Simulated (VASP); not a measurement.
Si: single point with PBEsol

Si:

```
Si
1.0
     0.00000    2.64304    2.64304
     2.64304    0.00000    2.64304
     2.64304    2.64304    0.00000
Si
2
Direct
  0.50000 0.50000 0.50000
  0.75000 0.75000 0.75000
```

This cell differs from its parent crystal: volume scaled by 0.92.

```json
{
 "Program": "VASP 6.6.1",
 "Task": "single point",
 "Functional": "PBEsol",
 "Potentials or basis": "VASP PAW PBE potentials, release 64 (Si)",
 "Cutoff": "520 eV",
 "k mesh": "9 × 9 × 9",
 "Occupations": "fermi-dirac, width 0.05 eV",
 "Spin": "no spin polarisation"
}
```

| Property | Result |
| --- | --- |
| Pressure | 9.4 GPa |
| Band gap on the k mesh | 0.30 eV, indirect (least direct gap 2.55 eV) |

Levels at points of the mesh, in eV from the valence-band top:
| k point | band 1 | band 2 | band 3 | band 4 | band 5 | band 6 | band 7 | band 8 | band 9 |
| --- | --- | --- | --- | --- | --- | --- | --- | --- | --- |
| (0.00, 0.00, 0.00) | -12.57 | 0.00 | 0.00 | 0.00 | 2.55 | 2.55 | 2.55 | 4.27 | 7.73 |

Run time: 6.6 s on 1 thread of Intel Xeon 6975P-C, with other jobs on the host, peak memory 0.15 GiB.

Caveat: the PAW data sets were made with another functional, which shifts forces and pressure a little. A k mesh can miss the band edges.
